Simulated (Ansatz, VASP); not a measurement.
## Two plane-wave programs on Ca2Al3O3

```xyz
16
Lattice="3.7380 0.0000 0.0000 0.0000 3.7380 0.0000 0.0000 0.0000 17.2130" Properties=species:S:1:pos:R:3 pbc="T T T"
Ca    1.8690    0.0000    9.8493
Ca    0.0000    1.8690    3.9833
Ca    0.0000    1.8690    7.3637
Ca    1.8690    0.0000   13.2297
Al    0.0000    0.0000    0.0000
Al    0.0000    1.8690   15.2371
Al    1.8690    1.8690    0.0000
Al    1.8690    0.0000    1.9759
Al    1.8690    0.0000    5.7804
Al    0.0000    1.8690   11.4326
O     1.8690    0.0000    7.5909
O     1.8690    1.8690    5.4620
O     0.0000    0.0000    5.4620
O     0.0000    1.8690    9.6221
O     1.8690    1.8690   11.7510
O     0.0000    0.0000   11.7510
```

Alike in both runs: functional PBE; k mesh 4 × 4 × 1; occupations gaussian, width 0.2 eV; no spin polarisation.

Ansatz relaxed the structure, and its values are those at the end. VASP's run is a single point on that final structure, the one shown.

```csv
,VASP,Ansatz
version,VASP 6.6.1,Ansatz 0.2.0
potentials or method,"VASP PAW PBE potentials, release 64 (Ca_sv, Al, O), cutoff 520 eV","scalar-relativistic, plane waves, PAW"
valence electrons in the cell,94,94
```

Ansatz gave:

* gap on the k mesh at the Fermi level (eV): none
* pressure (GPa): 0.0
* rms of the force components (eV/Å): 0.028

Which values does VASP return?

gap on the k mesh at the Fermi level (eV): none; pressure (GPa): 0.2; rms of the force components (eV/Å): 0.037.

A gap of «none» marks a metal or a gap that the smearing closes. The functional is the same, so the differences come from potentials, cutoffs and numerics.

The k mesh is coarse, so the values compare programs but aren't converged.
